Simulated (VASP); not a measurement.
# KTaO3 (Pm-3m) in VASP: notebook

The runs below take KTaO3 through single point, relaxation of cell and atoms, with PBEsol+D4, LDA, r2SCAN+U.

Everything below comes from runs of VASP 6.6.1. Logs are shortened: lines on timing, memory, paths and dates and some standing lists are left out, and cuts for length are marked.

## (1) The cell of the first run

Symmetry: Pm-3m, No. 221, cubic system. The conventional cell has a = 3.907 Å, b = 3.907 Å, c = 3.907 Å, α = 90.00°, β = 90.00°, γ = 90.00°. Ta (site symmetry m-3m) has 6 O at 1.95 Å within 2.6 Å. Within 3.6 Å of K (site symmetry m-3m) lie 12 O at 2.76 Å and 8 Ta at 3.38 Å. Within 2.6 Å of O (site symmetry 4/mmm) lie 2 Ta at 1.95 Å.

## (2) Single point, PBEsol+D4

Contents of INCAR:

```
SYSTEM = KTaO3
PREC = Accurate
ENCUT = 700
EDIFF = 1E-6
ISMEAR = -1
SIGMA = 0.05
LREAL = .FALSE.
LASPH = .TRUE.
NELM = 120
ALGO = Normal
ISIF = 2
LWAVE = .FALSE.
LCHARG = .TRUE.
GGA = PS
IVDW = 13
LELF = .TRUE.
LVHAR = .TRUE.
NBANDS = 28
GGA_COMPAT = .FALSE.
```

Contents of KPOINTS:

```
Automatic mesh
0
G
  7 7 7
  0 0 0
```

Contents of POSCAR:

```
KTaO3
1.0
    3.9068832774      0.0000000000      0.0000000000
    0.0000000000      3.9068832774      0.0000000000
    0.0000000000      0.0000000000      3.9068832774
Ta K O
1 1 3
Direct
    0.0000000000      0.0000000000      0.0000000000
    0.5000000000      0.5000000000      0.5000000000
    0.0000000000      0.0000000000      0.5000000000
    0.0000000000      0.5000000000      0.0000000000
    0.5000000000      0.0000000000      0.0000000000
```

Potentials or basis: VASP PAW PBE potentials, release 64 (Ta_sv_GW, K_sv, O).

Launch:

```console
cat potpaw_PBE.64/Ta_sv_GW/POTCAR potpaw_PBE.64/K_sv/POTCAR potpaw_PBE.64/O/POTCAR > POTCAR
mpirun -np 1 vasp_std > vasp.out
```

OUTCAR:

```text
SYSTEM = KTaO3
   PREC = Accurate
   ENCUT = 700
   EDIFF = 1E-6
   ISMEAR = -1
   LREAL = .FALSE.
   LASPH = .TRUE.
   NELM = 120
   ISIF = 2
   GGA = PS
   IVDW = 13

 ion  position               nearest neighbor table
   1  0.000  0.000  0.000-   3 1.95   4 1.95   5 1.95   3 1.95   4 1.95   5 1.95   2 3.38   2 3.38
                             2 3.38   2 3.38   2 3.38   2 3.38   2 3.38   2 3.38
   2  0.500  0.500  0.500-   3 2.76   4 2.76   5 2.76   4 2.76   5 2.76   3 2.76   5 2.76   5 2.76
                             3 2.76   4 2.76   4 2.76   3 2.76   1 3.38   1 3.38   1 3.38   1 3.38
   3  0.000  0.000  0.500-   1 1.95   1 1.95   2 2.76   2 2.76   2 2.76   2 2.76
   4  0.000  0.500  0.000-   1 1.95   1 1.95   2 2.76   2 2.76   2 2.76   2 2.76
   5  0.500  0.000  0.000-   1 1.95   1 1.95   2 2.76   2 2.76   2 2.76   2 2.76

  LATTYP: Found a simple cubic cell.
 ALAT       =     3.9068832774

  Lattice vectors:

 A1 = (   3.9068832774,   0.0000000000,   0.0000000000)
 A2 = (   0.0000000000,   3.9068832774,   0.0000000000)
 A3 = (   0.0000000000,   0.0000000000,   3.9068832774)

Analysis of symmetry for initial positions (statically):
=====================================================================
 Subroutine PRICEL returns:
 Original cell was already a primitive cell.

 Routine SETGRP: Setting up the symmetry group for a
 simple cubic supercell.

 Subroutine GETGRP returns: Found 48 space group operations
 (whereof 48 operations were pure point group operations)
 out of a pool of 48 trial point group operations.

The static configuration has the point symmetry O_h .

Analysis of symmetry for dynamics (positions and initial velocities):
=====================================================================
 Subroutine PRICEL returns:
 Original cell was already a primitive cell.

 Routine SETGRP: Setting up the symmetry group for a
 simple cubic supercell.

 Subroutine GETGRP returns: Found 48 space group operations
 (whereof 48 operations were pure point group operations)
 out of a pool of 48 trial point group operations.

The dynamic configuration has the point symmetry O_h .

 Subroutine INISYM returns: Found 48 space group operations
 (whereof 48 operations are pure point group operations),
 and found     1 'primitive' translations

----------------------------------------------------------------------------------------

                                     Primitive cell

  volume of cell :      59.6336

  direct lattice vectors                    reciprocal lattice vectors
     3.906883277  0.000000000  0.000000000     0.255958504  0.000000000  0.000000000
     0.000000000  3.906883277  0.000000000     0.000000000  0.255958504  0.000000000
     0.000000000  0.000000000  3.906883277     0.000000000  0.000000000  0.255958504

  length of vectors
     3.906883277  3.906883277  3.906883277     0.255958504  0.255958504  0.255958504

  position of ions in fractional coordinates (direct lattice)
     0.000000000  0.000000000  0.000000000
     0.500000000  0.500000000  0.500000000
     0.000000000  0.000000000  0.500000000
     0.000000000  0.500000000  0.000000000
     0.500000000  0.000000000  0.000000000

  ion indices of the primitive-cell ions
   primitive index   ion index
                 1           1
                 2           2
                 3           3
                 4           4
                 5           5

----------------------------------------------------------------------------------------

 KPOINTS: Automatic mesh

Automatic generation of k-mesh.
 Grid dimensions read from file:
 generate k-points for:    7    7    7

 Generating k-lattice:

  Cartesian coordinates                     Fractional coordinates (reciprocal lattice)
     0.036565501  0.000000000  0.000000000     0.142857143  0.000000000  0.000000000
     0.000000000  0.036565501  0.000000000     0.000000000  0.142857143  0.000000000
     0.000000000  0.000000000  0.036565501     0.000000000  0.000000000  0.142857143

  Length of vectors
     0.036565501  0.036565501  0.036565501

  Shift w.r.t. Gamma in fractional coordinates (k-lattice)
     0.000000000  0.000000000  0.000000000

 Subroutine IBZKPT returns following result:
 ===========================================

 Found     20 irreducible k-points:

 Following reciprocal coordinates:
            Coordinates               Weight
  0.000000  0.000000  0.000000      1.000000
  0.142857  0.000000  0.000000      6.000000
  0.285714  0.000000  0.000000      6.000000
  0.428571  0.000000  0.000000      6.000000
  0.142857  0.142857  0.000000     12.000000
  0.285714  0.142857  0.000000     24.000000
[... 12 lines left out ...]
  0.428571  0.428571  0.285714     24.000000
  0.428571  0.428571  0.428571      8.000000
   k-points           NKPTS =     20   k-points in BZ     NKDIM =     20   number of bands    NBANDS=     28
   number of dos      NEDOS =    301   number of ions     NIONS =      5
   total plane-waves  NPLWV =  46656
   dimension x,y,z NGX =    36 NGY =   36 NGZ =   36
   dimension x,y,z NGXF=    72 NGYF=   72 NGZF=   72
   ions per type =               1   1   3
   NGX,Y,Z   is equivalent  to a cutoff of  15.32, 15.32, 15.32 a.u.
   NGXF,Y,Z  is equivalent  to a cutoff of  30.64, 30.64, 30.64 a.u.
 SYSTEM =  KTaO3
   PREC   = accura    normal or accurate (medium, high low for compatibility)
   ISTART =      0    job   : 0-new  1-cont  2-samecut
   ICHARG =      2    charge: 1-file 2-atom 10-const
   ISPIN  =      1    spin polarized calculation?
   LNONCOLLINEAR =      F non collinear calculations
   LSORBIT =      F    spin-orbit coupling
   LASPH  =      T    aspherical Exc in radial PAW
   ENCUT  =  700.0 eV  51.45 Ry    7.17 a.u.   8.43  8.43  8.43*2*pi/ulx,y,z
   NELM   =    120;   NELMIN=  2; NELMDL= -5     # of ELM steps
   EDIFF  = 0.1E-05   stopping-criterion for ELM
   LREAL  =      F    real-space projection
   EDIFFG = 0.1E-04   stopping-criterion for IOM
   NSW    =      0    number of steps for IOM
   IBRION =     -1    ionic relax: 0-MD 1-quasi-New 2-CG
   NFREE  =      0    steps in history (QN), initial steepest desc. (CG)
   ISIF   =      2    stress and relaxation
   ISYM   =      2    0-nonsym 1-usesym 2-fastsym
   POTIM  = 0.5000    time-step for ionic-motion
   TEBEG  =    0.0;   TEEND  =   0.0 temperature during run
   PSTRESS=    0.0 pullay stress
   NELECT =      40.0000    total number of electrons
   NUPDOWN=      -1.0000    fix difference up-down
   EMIN   =  10.00;   EMAX   =-10.00  energy-range for DOS
   EFERMI =   0.00;   METHOD = LEGACY
   ISMEAR =    -1;   SIGMA  =   0.05  broadening in eV -4-tet -1-fermi 0-gaus
   EFERMI_NEDOS =   21; number of points for ismear=-14 and -15
   IALGO  =     38    algorithm
   IMIX   =      4    mixing-type and parameters
     AMIX     =   0.40;   BMIX     =  1.00
     AMIX_MAG =   1.60;   BMIX_MAG =  1.00
  volume/ion in A,a.u.               =      11.93        80.49
  Fermi-wavevector in a.u.,A,eV,Ry     =   1.433060  2.708091 27.941756  2.053661
  Thomas-Fermi vector in A             =   2.552620
   LORBIT       =      0    0 simple, 1 ext, 2 COOP (PROOUT), +10 PAW based schemes
   GGA     = PS    functional components
   LHFCALC =     F    Hartree Fock is set to
   AEXX    =    0.0000 exact exchange contribution
   IVDW    =    13    specifies the selected vdW correction
   LEPSILON=     F    determine dielectric tensor
   LRPA    =     F    only Hartree local field effects (RPA)
 non-spin polarized calculation
  energy-cutoff  :      700.00
  volume of cell :       59.63
 maximum number of plane-waves:      2521
 NGX is ok and might be reduce to    36
   NGX = 17   NGY = 17   NGZ = 17

 number of electron      40.0000006 magnetization

 Free energy of the ion-electron system (eV)
  ---------------------------------------------------
  ext. energy  EPLUGINS =         0.00000000
  ---------------------------------------------------
  free energy    TOTEN  =       -45.35584711 eV

  energy without entropy =      -45.35584711  energy(sigma->0) =      -45.35584711

 E-fermi :   4.6140     XC(G=0): -11.5974

 val. band max:        3.5270082991   @ k =   0.4286   0.4286   0.4286
 cond. band min:       5.8403821562   @ k =   0.0000   0.0000   0.0000
 fundamental gap:      2.3133738571
 Fermi energy:         4.6139883214

 k-point     1 :       0.0000    0.0000    0.0000
  band No.  band energies     occupation
      1     -63.5457      2.00000
      2     -30.1133      2.00000
      3     -30.1133      2.00000
      4     -30.1133      2.00000
      5     -23.4742      2.00000
      6     -14.0995      2.00000
[... 20 lines left out ...]
     27      11.5061      0.00000
     28      11.5061      0.00000

 k-point     2 :       0.1429    0.0000    0.0000
  band No.  band energies     occupation
      1     -63.5455      2.00000
      2     -30.1373      2.00000
      3     -30.1124      2.00000
      4     -30.1124      2.00000
      5     -23.4661      2.00000
      6     -14.0424      2.00000
[... 20 lines left out ...]
     27      11.7797      0.00000
     28      12.1189      0.00000

 k-point     3 :       0.2857    0.0000    0.0000
  band No.  band energies     occupation
      1     -63.5452      2.00000
      2     -30.1905      2.00000
      3     -30.1102      2.00000
      4     -30.1102      2.00000
      5     -23.4482      2.00000
      6     -14.0094      2.00000
[... 20 lines left out ...]
     27      12.4516      0.00000
     28      13.6934      0.00000

 k-point     4 :       0.4286    0.0000    0.0000
  band No.  band energies     occupation
      1     -63.5449      2.00000
      2     -30.2324      2.00000
      3     -30.1085      2.00000
      4     -30.1085      2.00000
      5     -23.4339      2.00000
      6     -14.0277      2.00000
[... 454 lines left out ...]
     27      14.5999      0.00000
     28      15.1415      0.00000

 k-point    19 :       0.4286    0.4286    0.2857
  band No.  band energies     occupation
      1     -63.5435      2.00000
      2     -30.2223      2.00000
      3     -30.2221      2.00000
      4     -30.1792      2.00000
      5     -23.4018      2.00000
      6     -12.8291      2.00000
[... 20 lines left out ...]
     27      14.9507      0.00000
     28      15.5496      0.00000

 k-point    20 :       0.4286    0.4286    0.4286
  band No.  band energies     occupation
      1     -63.5432      2.00000
      2     -30.2204      2.00000
      3     -30.2201      2.00000
      4     -30.2201      2.00000
      5     -23.3944      2.00000
      6     -12.3270      2.00000
[... 20 lines left out ...]
     27      14.8348      0.00000
     28      15.7607      0.00000

------------------------ aborting loop because EDIFF is reached ----------------------------------------

  DFT-D4 for vdW energy calculation

  Edisp (eV):   -0.48496

  FORCE on cell =-STRESS in cart. coord.  units (eV):
  Direction    XX          YY          ZZ          XY          YZ          ZX
  --------------------------------------------------------------------------------------
  -------------------------------------------------------------------------------------
  Total       4.77802     4.77802     4.77802     0.00000     0.00000    -0.00000
  in kB     128.37096   128.37096   128.37096     0.00000     0.00000    -0.00000
  external pressure =      128.37 kB  Pullay stress =        0.00 kB

 VOLUME and BASIS-vectors are now :
 -----------------------------------------------------------------------------
  energy-cutoff  :      700.00
  volume of cell :       59.63
      direct lattice vectors                 reciprocal lattice vectors
     3.906883277  0.000000000  0.000000000     0.255958504  0.000000000  0.000000000
     0.000000000  3.906883277  0.000000000     0.000000000  0.255958504  0.000000000
     0.000000000  0.000000000  3.906883277     0.000000000  0.000000000  0.255958504

 POSITION                                       TOTAL-FORCE (eV/Angst)
 -----------------------------------------------------------------------------------
      0.00000      0.00000      0.00000         0.000000      0.000000      0.000000
      1.95344      1.95344      1.95344         0.000000      0.000000      0.000000
      0.00000      0.00000      1.95344         0.000000      0.000000      0.000000
      0.00000      1.95344      0.00000         0.000000      0.000000      0.000000
      1.95344      0.00000      0.00000         0.000000      0.000000      0.000000
 -----------------------------------------------------------------------------------
    total drift:                                0.000000      0.000000     -0.000000

  FREE ENERGIE OF THE ION-ELECTRON SYSTEM (eV)
  ---------------------------------------------------
  free  energy   TOTEN  =       -45.8408096475 eV

  energy  without entropy=      -45.8408096474  energy(sigma->0) =      -45.84080965
```

Wall time 50 s (1 thread of Intel Xeon Platinum 8559C (Emerald Rapids), shared host); peak memory 0.24 GiB.

What came out:

| Quantity | Value |
| --- | --- |
| Free energy | -45.8408 eV |
| Pressure | 12.8 GPa |
| Band gap on the k mesh | 2.31 eV (least direct gap 2.82 eV) |
| Dispersion energy per atom | -0.097 eV |

Caveat: the cell stands under pressure; the PAW data sets were made with another functional, which shifts forces and pressure a little; spin-orbit coupling is left out, which moves the levels of the heavy elements; an odd mesh through Γ misses points on the zone boundary, where band edges can lie. A hybrid or GW would open this gap; PBEsol tends to underestimate it.

## (3) Single point, LDA

Contents of INCAR:

```
PREC = Accurate ; ENCUT = 700
EDIFF = 1E-6 ; ISMEAR = -1
SIGMA = 0.05 ; LREAL = F
LASPH = T ; NELM = 120
ALGO = Normal ; ISIF = 2
LWAVE = F ; LCHARG = T
LELF = T ; LVHAR = T
NBANDS = 28 ; GGA_COMPAT = F
```

Contents of KPOINTS:

```
regular mesh
0
Gamma
  7 7 7
```

POSCAR is that of step 2.

Potentials or basis: VASP PAW LDA potentials, release 64 (Ta_sv_GW, K_sv, O).

Launch:

```console
cat potpaw_LDA.64/Ta_sv_GW/POTCAR potpaw_LDA.64/K_sv/POTCAR potpaw_LDA.64/O/POTCAR > POTCAR
mpirun -np 1 vasp_std > vasp.out
```

It took 29 s on 1 thread of Intel Xeon 6975P-C (Granite Rapids), shared host; peak memory 0.21 GiB.

It converged, with:

* Free energy: -47.5609 eV
* Pressure: 9.1 GPa
* Band gap on the k mesh: 2.24 eV (least direct gap 2.75 eV)

Levels at points of the mesh, in eV from the valence-band top:
```csv
k point,band 17,band 18,band 19,band 20,band 21,band 22,band 23,band 24
"(0.00, 0.00, 0.00)",-1.11,-0.51,-0.51,-0.51,2.24,2.24,2.24,6.94
```

Caveat: the cell stands under pressure; spin-orbit coupling is left out, which moves the levels of the heavy elements; an odd mesh through Γ misses points on the zone boundary, where band edges can lie. Expect the measured gap to be larger: semilocal functionals such as LDA lack the derivative discontinuity.

## (4) Single point, LDA

This run uses another cell than the first one, of 12.18 Å³/atom.

Contents of INCAR:

```
ALGO     = Normal         # electronic algorithm
EDIFF    = 1E-6           # SCF threshold, eV
ENCUT    = 700            # plane-wave cutoff, eV
GGA_COMPAT= False        
ISIF     = 2              # what is computed and relaxed
ISMEAR   = -1             # smearing method
LASPH    = True           # aspherical terms in the spheres
LCHARG   = False          # write CHGCAR
LREAL    = False          # projectors in reciprocal space
LWAVE    = False          # write WAVECAR
NBANDS   = 28             # bands
NELM     = 120            # most SCF steps
PREC     = Accurate       # precision mode
SIGMA    = 0.05           # smearing width, eV
```

Contents of KPOINTS:

```
k-points
0
Gamma
  7 7 7
```

POSCAR, as its differences from that of step 3:

```diff
@@ -2,5 +2,5 @@
 1.0
-    3.9068832774      0.0000000000      0.0000000000
-    0.0000000000      3.9068832774      0.0000000000
-    0.0000000000      0.0000000000      3.9068832774
+    3.9343974464      0.0000000000      0.0000000000
+    0.0000000000      3.9343974464      0.0000000000
+    0.0000000000      0.0000000000      3.9343974464
 Ta K O
```

Launch:

```console
cat potpaw_LDA.64/Ta_sv_GW/POTCAR potpaw_LDA.64/K_sv/POTCAR potpaw_LDA.64/O/POTCAR > POTCAR
mpirun -np 1 vasp_std > vasp.out
```

Run time: 37 s. Hardware: 1 thread of AMD EPYC 9R45 (Zen 5), shared host; peak memory 0.18 GiB.

It converged, with:

* Free energy: -47.6152 eV
* Pressure: 3.9 GPa
* Band gap on the k mesh: 2.20 eV (least direct gap 2.73 eV)

Levels at points of the mesh, in eV from the valence-band top:
| k point | band 17 | band 18 | band 19 | band 20 | band 21 | band 22 | band 23 | band 24 |
| --- | --- | --- | --- | --- | --- | --- | --- | --- |
| (0.00, 0.00, 0.00) | -1.07 | -0.53 | -0.53 | -0.53 | 2.20 | 2.20 | 2.20 | 6.77 |

Caveat: the cell stands under pressure; spin-orbit coupling is left out, which moves the levels of the heavy elements; an odd mesh through Γ misses points on the zone boundary, where band edges can lie.

(Continued in part 2 of 3.)
